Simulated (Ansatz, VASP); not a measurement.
## HfB3: VASP beside Ansatz

```xyz
4
Lattice="3.0308 0.0000 0.0000 -1.5154 2.6248 0.0000 0.0000 0.0000 5.1392" Properties=species:S:1:pos:R:3 pbc="T T T"
Hf    0.0000    0.0000    2.5696
B     0.0000    0.0000    0.0000
B     0.0000    1.7499    0.7948
B     0.0000    1.7499    4.3444
```

Change from the starting cell: the structure that the rattled cell fell into.

Alike in both runs: task single point; functional PBE; k mesh 6 × 6 × 4; occupations gaussian, width 0.1 eV; no spin polarisation.

```csv
,VASP,Ansatz
version,VASP 6.6.1,Ansatz 0.2.0
potentials or method,"VASP PAW PBE potentials, release 64 (Hf_pv, B), cutoff 520 eV","scalar-relativistic, plane waves, PAW"
valence electrons in the cell,19,35
```

Ansatz gave:

* gap on the k mesh at the Fermi level (eV): none
* pressure (GPa): 0.4
* traceless stress, the component that is largest in VASP (GPa): 0.55
* rms of the force components (eV/Å): 0.104

Problem. Which values does VASP return?

Solution. gap on the k mesh at the Fermi level (eV): none; pressure (GPa): 0.3; traceless stress, the component that is largest in VASP (GPa): 0.75; rms of the force components (eV/Å): 0.093.

Atom by atom the forces differ by 0.011 eV/Å (rms over components). A gap of «none» marks a metal or a gap that the smearing closes. VASP's potentials hold 19 valence electrons a cell and Ansatz's 35, so a difference there can come from the potentials and not from the codes.

The k mesh is coarse, so the values compare programs but aren't converged. Spin-orbit coupling is off throughout.
